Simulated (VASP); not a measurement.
Crystal: TiO2.

```
Ti O
1.0
     2.70603   -2.70666    0.00000
     2.70603    2.70666    0.00000
    -2.63353    0.00000    4.79664
Ti O
2 4
Direct
  0.86589 0.13411 0.75000
  0.13411 0.86589 0.25000
  0.08876 0.33122 0.16715
  0.91124 0.66878 0.83285
  0.66878 0.91124 0.33285
  0.33122 0.08876 0.66715
```

Base run:

| Property | Result |
| --- | --- |
| Program | VASP 6.6.1 |
| Functional | PBE |
| Potentials or basis | VASP PAW PBE potentials, release 64 (Ti_sv, O) |
| Cutoff | 520 eV |
| k mesh | 8 × 8 × 6 |
| Occupations | fermi-dirac, width 0.05 eV |
| Spin | no spin polarisation |
| Hubbard terms | Ti d U = 4.0 eV |

Its results: band gap on the k mesh 2.61 eV, indirect (least direct gap 2.97 eV); pressure 5.7 GPa; largest force 0.254 eV/Å.

Q: The run is repeated on the same cell with these changes: hubbard terms from Ti d U = 4.0 eV to Ti d U = 3.0 eV; further incar settings from ALGO = Normal; EDIFF = 1e-07; NBANDS = 33 to ALGO = Normal; EDIFF = 1e-06; NBANDS = 33. What comes out?

A: Band gap on the k mesh 2.46 eV, indirect (least direct gap 2.82 eV); pressure 4.0 GPa; largest force 0.206 eV/Å.

A k mesh can miss the band edges.
